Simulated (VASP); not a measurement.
# InSe (Fm-3m) in VASP: a series of runs, part 2 of 2

VASP 6.6.1. The steps go on from the part before.

**4. Single point, r2SCAN+D3(BJ) (22.78 Å³/atom)**

This run uses another cell than the first one, of 22.78 Å³/atom.

POSCAR

```
InSe
1.0
    0.0000000000      2.8348631684      2.8348631684
    2.8348631684      0.0000000000      2.8348631684
    2.8348631684      2.8348631684      0.0000000000
In Se
1 1
Direct
    0.0000000000      0.0000000000      0.0000000000
    0.5000000000      0.5000000000      0.5000000000
```

INCAR.step1

```
SYSTEM = InSe
ALGO = Normal
EDIFF = 1E-4
ENCUT = 520
GGA = PE
ISMEAR = 0
LASPH = .True.
LCHARG = .False.
LREAL = .False.
LWAVE = .True.
NBANDS = 16
NELM = 80
PREC = Accurate
SIGMA = 0.05
```

INCAR.step2

```
SYSTEM = InSe
ALGO = Normal
EDIFF = 1E-6
ENCUT = 520
ISIF = 2
ISMEAR = 0
ISTART = 1
IVDW = 12
LASPH = .True.
LCHARG = .False.
LMIXTAU = .True.
LREAL = .False.
LWAVE = .False.
METAGGA = R2SCAN
NBANDS = 16
NELM = 80
PREC = Accurate
SIGMA = 0.05
VDW_A1 = 0.49484001
VDW_A2 = 5.73083694
VDW_S6 = 1.0
VDW_S8 = 0.78981345
```

KPOINTS

```
k-points
0
Gamma
  14 14 14
  0 0 0
```

Potentials or basis: VASP PAW PBE potentials, release 64 (In_d, Se).

Command:

```
cat potpaw_PBE.64/In_d/POTCAR potpaw_PBE.64/Se/POTCAR > POTCAR
cp INCAR.step1 INCAR
mpirun -np 1 vasp_std > vasp.out
cp INCAR.step2 INCAR
mpirun -np 1 vasp_std > vasp.out
```

OUTCAR:

```text
SYSTEM = InSe
   EDIFF = 1E-6
   ENCUT = 520
   ISIF = 2
   ISMEAR = 0
   ISTART = 1
   IVDW = 12
   LASPH = .True.
   LREAL = .False.
   METAGGA = R2SCAN
   NELM = 80
   PREC = Accurate
 IVDW          = 12

 ion  position               nearest neighbor table
   1  0.000  0.000  0.000-   2 2.83   2 2.83   2 2.83   2 2.83   2 2.83   2 2.83
   2  0.500  0.500  0.500-   1 2.83   1 2.83   1 2.83   1 2.83   1 2.83   1 2.83

  LATTYP: Found a face centered cubic cell.
 ALAT       =     5.6697263368

  Lattice vectors:

 A1 = (   0.0000000000,   2.8348631684,   2.8348631684)
 A2 = (   2.8348631684,   0.0000000000,   2.8348631684)
 A3 = (   2.8348631684,   2.8348631684,   0.0000000000)

Analysis of symmetry for initial positions (statically):
=====================================================================
 Subroutine PRICEL returns:
 Original cell was already a primitive cell.

 Routine SETGRP: Setting up the symmetry group for a
 face centered cubic supercell.

 Subroutine GETGRP returns: Found 48 space group operations
 (whereof 48 operations were pure point group operations)
 out of a pool of 48 trial point group operations.

The static configuration has the point symmetry O_h .

Analysis of symmetry for dynamics (positions and initial velocities):
=====================================================================
 Subroutine PRICEL returns:
 Original cell was already a primitive cell.

 Routine SETGRP: Setting up the symmetry group for a
 face centered cubic supercell.

 Subroutine GETGRP returns: Found 48 space group operations
 (whereof 48 operations were pure point group operations)
 out of a pool of 48 trial point group operations.

The dynamic configuration has the point symmetry O_h .

 Subroutine INISYM returns: Found 48 space group operations
 (whereof 48 operations are pure point group operations),
 and found     1 'primitive' translations

----------------------------------------------------------------------------------------

                                     Primitive cell

  volume of cell :      45.5645

  direct lattice vectors                    reciprocal lattice vectors
[... 111 lines left out ...]
   LORBIT       =      0    0 simple, 1 ext, 2 COOP (PROOUT), +10 PAW based schemes
   METAGGA = R2SCAN    functional components
   LHFCALC =     F    Hartree Fock is set to
   AEXX    =    0.0000 exact exchange contribution
   IVDW    =    12    specifies the selected vdW correction
   LEPSILON=     F    determine dielectric tensor
   LRPA    =     F    only Hartree local field effects (RPA)
 non-spin polarized calculation
 Gauss-broadening in eV      SIGMA  =   0.05
  energy-cutoff  :      520.00
  volume of cell :       45.56
 maximum number of plane-waves:      1244
 NGX is ok and might be reduce to    30
   NGX = 15   NGY = 15   NGZ = 15

 number of electron      18.9999992 magnetization

 Free energy of the ion-electron system (eV)
  ---------------------------------------------------
  ext. energy  EPLUGINS =         0.00000000
  ---------------------------------------------------
  free energy    TOTEN  =       -37.86045654 eV

  energy without entropy =      -37.85886667  energy(sigma->0) =      -37.85966160

 E-fermi :   7.3995     XC(G=0): -10.8799

 val. band max:        7.3963897892   @ k =   0.2143   0.2143   0.0000
 cond. band min:       7.3997899324   @ k =   0.2143   0.1429   0.0714
 fundamental gap:      0.0034001432
 Fermi energy:         7.3995351072

 k-point     1 :       0.0000    0.0000    0.0000
  band No.  band energies     occupation
      1      -8.4337      2.00000
      2      -8.3307      2.00000
      3      -8.3307      2.00000
      4      -8.3031      2.00000
      5      -8.3031      2.00000
      6      -8.3031      2.00000
[... 433 lines left out ...]
      3      -8.3135      2.00000
      4      -8.2741      2.00000
      5      -8.2611      2.00000
      6      -7.6307      2.00000
[... 8 lines left out ...]
     15      16.7391      0.00000
     16      16.9632      0.00000

 [... further k-points ...]

------------------------ aborting loop because EDIFF is reached ----------------------------------------

 Edisp (eV)   -0.36627

 E8    (eV) :    -0.1324

  FORCE on cell =-STRESS in cart. coord.  units (eV):
  Direction    XX          YY          ZZ          XY          YZ          ZX
  --------------------------------------------------------------------------------------
  -------------------------------------------------------------------------------------
  Total       1.73506     1.73506     1.73506     0.00000     0.00000     0.00000
  in kB      61.00967    61.00967    61.00967     0.00000     0.00000     0.00000
  external pressure =       61.01 kB  Pullay stress =        0.00 kB

 VOLUME and BASIS-vectors are now :
 -----------------------------------------------------------------------------
  energy-cutoff  :      520.00
  volume of cell :       45.56
      direct lattice vectors                 reciprocal lattice vectors
     0.000000000  2.834863168  2.834863168    -0.176375356  0.176375356  0.176375356
     2.834863168  0.000000000  2.834863168     0.176375356 -0.176375356  0.176375356
     2.834863168  2.834863168  0.000000000     0.176375356  0.176375356 -0.176375356

 POSITION                                       TOTAL-FORCE (eV/Angst)
 -----------------------------------------------------------------------------------
      0.00000      0.00000      0.00000        -0.000000     -0.000000     -0.000000
      2.83486      2.83486      2.83486         0.000000      0.000000      0.000000
 -----------------------------------------------------------------------------------
    total drift:                               -0.000000      0.000000      0.000000

  FREE ENERGIE OF THE ION-ELECTRON SYSTEM (eV)
  ---------------------------------------------------
  free  energy   TOTEN  =       -38.2267230512 eV

  energy  without entropy=      -38.2251331870  energy(sigma->0) =      -38.22592812
```

OSZICAR.step1:

```text
N       E                     dE             d eps       ncg     rms          rms(c)
DAV:   1     0.125663164318E+03    0.12566E+03   -0.87394E+03  3376   0.133E+03
DAV:   2     0.178273380512E+01   -0.12388E+03   -0.11925E+03  3704   0.327E+02
DAV:   3    -0.672593742621E+01   -0.85087E+01   -0.84317E+01  4208   0.803E+01
DAV:   4    -0.691277414874E+01   -0.18684E+00   -0.18678E+00  4160   0.127E+01
DAV:   5    -0.691974010755E+01   -0.69660E-02   -0.69659E-02  4744   0.217E+00    0.468E+00
DAV:   6    -0.676944995779E+01    0.15029E+00   -0.24574E-01  4872   0.974E+00    0.285E+00
DAV:   7    -0.676164841165E+01    0.78015E-02   -0.78548E-02  4480   0.339E+00    0.910E-01
DAV:   8    -0.676247514681E+01   -0.82674E-03   -0.97596E-03  4472   0.141E+00    0.189E-01
DAV:   9    -0.676267932794E+01   -0.20418E-03   -0.81021E-04  4704   0.390E-01    0.985E-02
DAV:  10    -0.676270075392E+01   -0.21426E-04   -0.70654E-05  2520   0.131E-01
   1 F= -.67627008E+01 E0= -.67617719E+01  d E =-.185768E-02
```

Run time: 2.3 min. Hardware: 1 thread of Intel Xeon 6975P-C (Granite Rapids), shared host; peak memory 0.23 GiB.

Results:

```
Free energy                : -38.2267 eV
Pressure                   : 6.1 GPa
Band gap on the k mesh     : zero (an odd number of electrons rules out a gap without spin polarisation)
Dispersion energy per atom : -0.183 eV
```

Caveat: the cell stands under pressure; the PAW data sets were made with another functional, which shifts forces and pressure a little; spin-orbit coupling is left out, which moves the levels of the heavy elements; an odd number of electrons without spin polarisation forces a metal; a magnetic or distorted state may lie lower.

**5. Single point, r2SCAN+D3(BJ) (23.77 Å³/atom)**

This run uses another cell than the first one, of 23.77 Å³/atom.

POSCAR

```
InSe
1.0
    0.0000000000      2.8753666859      2.8753666859
    2.8753666859      0.0000000000      2.8753666859
    2.8753666859      2.8753666859      0.0000000000
In Se
1 1
Direct
    0.0000000000      0.0000000000      0.0000000000
    0.5000000000      0.5000000000      0.5000000000
```

INCAR.step1

```
  ALGO = Normal
  EDIFF = 1E-4
  ENCUT = 520
  GGA = PE
  ISMEAR = 0
  LASPH = True
  LCHARG = False
  LREAL = False
  LWAVE = True
  NBANDS = 16
  NELM = 60
  PREC = Accurate
  SIGMA = 0.05
```

INCAR.step2

```
  ALGO = Normal
  EDIFF = 1E-7
  ENCUT = 520
  ISIF = 2
  ISMEAR = 0
  ISTART = 1
  IVDW = 12
  LASPH = True
  LCHARG = False
  LMIXTAU = True
  LREAL = False
  LWAVE = False
  METAGGA = R2SCAN
  NBANDS = 16
  NELM = 60
  PREC = Accurate
  SIGMA = 0.05
  VDW_A1 = 0.49484001
  VDW_A2 = 5.73083694
  VDW_S6 = 1.0
  VDW_S8 = 0.78981345
```

KPOINTS

```
k-points
0
Gamma
  14 14 14
```

Command:

```
cat potpaw_PBE.64/In_d/POTCAR potpaw_PBE.64/Se/POTCAR > POTCAR
cp INCAR.step1 INCAR
mpirun -np 1 vasp_std > vasp.out
cp INCAR.step2 INCAR
mpirun -np 1 vasp_std > vasp.out
```

Wall time 2.6 min (1 thread of Intel Xeon 6975P-C (Granite Rapids), shared host); peak memory 0.23 GiB.

Results (log left out):

```
Free energy                : -38.2814 eV
Pressure                   : 2.8 GPa
Band gap on the k mesh     : zero (an odd number of electrons rules out a gap without spin polarisation)
Dispersion energy per atom : -0.175 eV
```

Levels at points of the mesh, in eV from the Fermi level:
| k point | band 8 | band 9 | band 10 | band 11 | band 12 | band 13 |
| --- | --- | --- | --- | --- | --- | --- |
| (0.00, 0.00, 0.00) | -2.75 | -2.75 | -2.74 | 6.58 | 6.58 | 6.58 |
| (0.50, 0.00, 0.00) | -2.43 | -2.43 | 0.93 | 2.63 | 2.63 | 2.90 |
| (0.50, 0.50, 0.00) | -4.32 | -4.32 | -3.91 | 3.31 | 7.91 | 7.91 |

Caveat: the PAW data sets were made with another functional, which shifts forces and pressure a little; spin-orbit coupling is left out, which moves the levels of the heavy elements; an odd number of electrons without spin polarisation forces a metal; a magnetic or distorted state may lie lower.

**6. Single point, r2SCAN+D3(BJ) (24.76 Å³/atom)**

This run uses another cell than the first one, of 24.76 Å³/atom.

POSCAR

```
InSe
1.0
    0.0000000000      2.9147601658      2.9147601658
    2.9147601658      0.0000000000      2.9147601658
    2.9147601658      2.9147601658      0.0000000000
In Se
1 1
Direct
    0.0000000000      0.0000000000      0.0000000000
    0.5000000000      0.5000000000      0.5000000000
```

INCAR.step1

```
  PREC = Accurate
  ENCUT = 520
  ISMEAR = 0
  SIGMA = 0.05
  LREAL = F
  LASPH = T
  NELM = 80
  NBANDS = 16
  GGA = PE
  ALGO = Normal
  EDIFF = 1E-4
  LWAVE = T
  LCHARG = F
```

INCAR.step2

```
  PREC = Accurate
  ENCUT = 520
  EDIFF = 1E-7
  ISMEAR = 0
  SIGMA = 0.05
  LREAL = F
  LASPH = T
  NELM = 80
  ALGO = Normal
  ISIF = 2
  LWAVE = F
  LCHARG = F
  METAGGA = R2SCAN
  LMIXTAU = T
  IVDW = 12
  VDW_S6 = 1.0
  VDW_S8 = 0.78981345
  VDW_A1 = 0.49484001
  VDW_A2 = 5.73083694
  NBANDS = 16
  ISTART = 1
```

KPOINTS

```
regular mesh
0
Gamma
  14 14 14
```

Potentials or basis: VASP PAW PBE potentials, release 64 (In_d, Se).

Command:

```
cat potpaw_PBE.64/In_d/POTCAR potpaw_PBE.64/Se/POTCAR > POTCAR
cp INCAR.step1 INCAR
mpirun -np 1 vasp_std > vasp.out
cp INCAR.step2 INCAR
mpirun -np 1 vasp_std > vasp.out
```

Wall time 1.8 min (1 thread of Intel Xeon 6975P-C (Granite Rapids), shared host); peak memory 0.25 GiB.

The run converged. Its results:

- Free energy: -38.2989 eV
- Pressure: 0.1 GPa
- Band gap on the k mesh: zero (an odd number of electrons rules out a gap without spin polarisation)
- Dispersion energy per atom: -0.168 eV

Levels at points of the mesh, in eV from the Fermi level:
| k point | band 8 | band 9 | band 10 | band 11 | band 12 | band 13 |
| --- | --- | --- | --- | --- | --- | --- |
| (0.00, 0.00, 0.00) | -2.57 | -2.57 | -2.57 | 6.68 | 6.68 | 6.68 |
| (0.50, 0.00, 0.00) | -2.29 | -2.29 | 1.04 | 2.71 | 2.74 | 2.74 |
| (0.50, 0.50, 0.00) | -4.06 | -4.06 | -3.82 | 3.50 | 7.70 | 7.70 |

Caveat: the PAW data sets were made with another functional, which shifts forces and pressure a little; spin-orbit coupling is left out, which moves the levels of the heavy elements; an odd number of electrons without spin polarisation forces a metal; a magnetic or distorted state may lie lower.

**7. Single point, r2SCAN+D3(BJ) (25.75 Å³/atom)**

This run uses another cell than the first one, of 25.75 Å³/atom.

POSCAR

```
InSe
1.0
    0.0000000000      2.9531166719      2.9531166719
    2.9531166719      0.0000000000      2.9531166719
    2.9531166719      2.9531166719      0.0000000000
In Se
1 1
Direct
    0.0000000000      0.0000000000      0.0000000000
    0.5000000000      0.5000000000      0.5000000000
```

INCAR.step1

```
ALGO = Normal ; EDIFF = 1E-4
ENCUT = 520 ; GGA = PE
ISMEAR = 0 ; LASPH = True
LCHARG = False ; LREAL = False
LWAVE = True ; NBANDS = 16
NELM = 60 ; PREC = Accurate
SIGMA = 0.05
```

INCAR.step2

```
ALGO = Normal ; EDIFF = 1E-6
ENCUT = 520 ; ISIF = 2
ISMEAR = 0 ; ISTART = 1
IVDW = 12 ; LASPH = True
LCHARG = False ; LMIXTAU = True
LREAL = False ; LWAVE = False
METAGGA = R2SCAN ; NBANDS = 16
NELM = 60 ; PREC = Accurate
SIGMA = 0.05 ; VDW_A1 = 0.49484001
VDW_A2 = 5.73083694 ; VDW_S6 = 1.0
VDW_S8 = 0.78981345
```

KPOINTS

```
k-points
0
Gamma
  14 14 14
```

Potentials or basis: VASP PAW PBE potentials, release 64 (In_d, Se).

Command:

```
cat potpaw_PBE.64/In_d/POTCAR potpaw_PBE.64/Se/POTCAR > POTCAR
cp INCAR.step1 INCAR
mpirun -np 1 vasp_std > vasp.out
cp INCAR.step2 INCAR
mpirun -np 1 vasp_std > vasp.out
```

OUTCAR:

```text
EDIFF = 1E-6
   ENCUT = 520
   ISIF = 2
   ISMEAR = 0
   ISTART = 1
   IVDW = 12
   LASPH = True
   LREAL = False
   METAGGA = R2SCAN
   NELM = 60
   PREC = Accurate
 IVDW          = 12

 ion  position               nearest neighbor table
   1  0.000  0.000  0.000-   2 2.95   2 2.95   2 2.95   2 2.95   2 2.95   2 2.95
   2  0.500  0.500  0.500-   1 2.95   1 2.95   1 2.95   1 2.95   1 2.95   1 2.95

  LATTYP: Found a face centered cubic cell.
 ALAT       =     5.9062333438

  Lattice vectors:

 A1 = (   0.0000000000,   2.9531166719,   2.9531166719)
 A2 = (   2.9531166719,   0.0000000000,   2.9531166719)
 A3 = (   2.9531166719,   2.9531166719,   0.0000000000)

Analysis of symmetry for initial positions (statically):
=====================================================================
 Subroutine PRICEL returns:
 Original cell was already a primitive cell.

 Routine SETGRP: Setting up the symmetry group for a
 face centered cubic supercell.

 Subroutine GETGRP returns: Found 48 space group operations
 (whereof 48 operations were pure point group operations)
[... 163 lines left out ...]

 E-fermi :   5.7124     XC(G=0): -10.2621

 val. band max:        5.6627156315   @ k =  -0.3571   0.2857   0.0714
 cond. band min:       5.7183791186   @ k =   0.4286   0.2143   0.0714
 fundamental gap:      0.0556634871
 Fermi energy:         5.7123641894

 k-point     1 :       0.0000    0.0000    0.0000
  band No.  band energies     occupation
      1      -9.6562      2.00000
      2      -9.6562      2.00000
      3      -9.6404      2.00000
      4      -9.6403      2.00000
      5      -9.6403      2.00000
      6      -9.0222      2.00000
[... 433 lines left out ...]
      3      -9.6460      2.00000
      4      -9.6202      2.00000
      5      -9.6131      2.00000
      6      -8.4741      2.00000
[... 8 lines left out ...]
     15      14.9878      0.00000
     16      15.2577      0.00000

 [... further k-points ...]

------------------------ aborting loop because EDIFF is reached ----------------------------------------

 Edisp (eV)   -0.32308

 E8    (eV) :    -0.1167

  FORCE on cell =-STRESS in cart. coord.  units (eV):
  Direction    XX          YY          ZZ          XY          YZ          ZX
  --------------------------------------------------------------------------------------
  -------------------------------------------------------------------------------------
  Total      -0.68222    -0.68222    -0.68222     0.00000     0.00000     0.00000
  in kB     -21.22079   -21.22079   -21.22079     0.00000     0.00000     0.00000
  external pressure =      -21.22 kB  Pullay stress =        0.00 kB

 VOLUME and BASIS-vectors are now :
 -----------------------------------------------------------------------------
  energy-cutoff  :      520.00
  volume of cell :       51.51
      direct lattice vectors                 reciprocal lattice vectors
     0.000000000  2.953116672  2.953116672    -0.169312647  0.169312647  0.169312647
     2.953116672  0.000000000  2.953116672     0.169312647 -0.169312647  0.169312647
     2.953116672  2.953116672  0.000000000     0.169312647  0.169312647 -0.169312647

 POSITION                                       TOTAL-FORCE (eV/Angst)
 -----------------------------------------------------------------------------------
      0.00000      0.00000      0.00000        -0.000000     -0.000000      0.000000
      2.95312      2.95312      2.95312         0.000000      0.000000     -0.000000
 -----------------------------------------------------------------------------------
    total drift:                                0.000000     -0.000000     -0.000000

  FREE ENERGIE OF THE ION-ELECTRON SYSTEM (eV)
  ---------------------------------------------------
  free  energy   TOTEN  =       -38.2862467184 eV

  energy  without entropy=      -38.2847240520  energy(sigma->0) =      -38.28548539
```

OSZICAR.step1:

```text
N       E                     dE             d eps       ncg     rms          rms(c)
DAV:   1     0.124935377928E+03    0.12494E+03   -0.86955E+03  3392   0.129E+03
DAV:   2     0.177723874793E+01   -0.12316E+03   -0.11870E+03  3712   0.314E+02
DAV:   3    -0.688531046432E+01   -0.86625E+01   -0.85270E+01  4272   0.796E+01
DAV:   4    -0.709253498292E+01   -0.20722E+00   -0.20716E+00  4136   0.135E+01
DAV:   5    -0.710105181052E+01   -0.85168E-02   -0.85166E-02  4808   0.237E+00    0.367E+00
DAV:   6    -0.692966543685E+01    0.17139E+00   -0.29976E-01  4808   0.102E+01    0.221E+00
DAV:   7    -0.692423122966E+01    0.54342E-02   -0.78987E-02  4480   0.260E+00    0.863E-01
DAV:   8    -0.692563297478E+01   -0.14017E-02   -0.80775E-03  4296   0.113E+00    0.106E-01
DAV:   9    -0.692580638784E+01   -0.17341E-03   -0.65621E-04  4720   0.375E-01    0.729E-02
DAV:  10    -0.692583943721E+01   -0.33049E-04   -0.66100E-05  2568   0.722E-02
   1 F= -.69258394E+01 E0= -.69250026E+01  d E =-.167370E-02
```

Wall time 96 s (1 thread of Intel Xeon 6975P-C (Granite Rapids), shared host); peak memory 0.25 GiB.

Results:

- Free energy: -38.2862 eV
- Pressure: -2.1 GPa
- Band gap on the k mesh: zero (an odd number of electrons rules out a gap without spin polarisation)
- Dispersion energy per atom: -0.162 eV

Levels at points of the mesh, in eV from the Fermi level:
| k point | band 6 | band 7 | band 8 | band 9 | band 10 | band 11 | band 12 | band 13 | band 14 | band 15 |
| --- | --- | --- | --- | --- | --- | --- | --- | --- | --- | --- |
| (0.00, 0.00, 0.00) | -14.73 | -2.90 | -2.41 | -2.41 | -2.41 | 6.67 | 6.67 | 6.67 | 6.76 | 6.76 |
| (0.50, 0.00, 0.00) | -13.86 | -7.30 | -2.16 | -2.16 | 1.13 | 2.52 | 2.82 | 2.82 | 9.39 | 11.12 |
| (0.50, 0.50, 0.00) | -13.05 | -5.72 | -3.82 | -3.82 | -3.74 | 3.66 | 7.50 | 7.50 | 7.55 | 11.86 |

Caveat: the PAW data sets were made with another functional, which shifts forces and pressure a little; spin-orbit coupling is left out, which moves the levels of the heavy elements; an odd number of electrons without spin polarisation forces a metal; a magnetic or distorted state may lie lower.

**8. The runs side by side**

```tsv
cell	gap on the mesh (eV)	pressure (GPa)
a = 3.827 Å, angles 60.0°, 2 atoms	none	22.5
a = 3.950 Å, angles 60.0°, 2 atoms	none	10.4
a = 4.009 Å, angles 60.0°, 2 atoms	none	6.1
a = 4.066 Å, angles 60.0°, 2 atoms	none	2.8
a = 4.122 Å, angles 60.0°, 2 atoms	none	0.1
a = 4.176 Å, angles 60.0°, 2 atoms	none	-2.1
```

Alike in all rows: task single point; level r2SCAN+D3(BJ); potentials or basis VASP PAW PBE potentials, release 64 (In_d, Se); no spin polarisation; k mesh 14 × 14 × 14; cutoff (eV) 520; smearing gaussian 0.05 eV.

Caveats: the PAW data sets were made with another functional, which shifts forces and pressure a little; spin-orbit coupling is left out, which moves the levels of the heavy elements; an odd number of electrons without spin polarisation forces a metal; a magnetic or distorted state may lie lower; the cell stands under pressure (at least some runs).

Total energies depend on the potentials used, so only differences within one code and one set of settings carry meaning.

The gap in the log of VASP goes by the Fermi energy; the results here count the filled bands.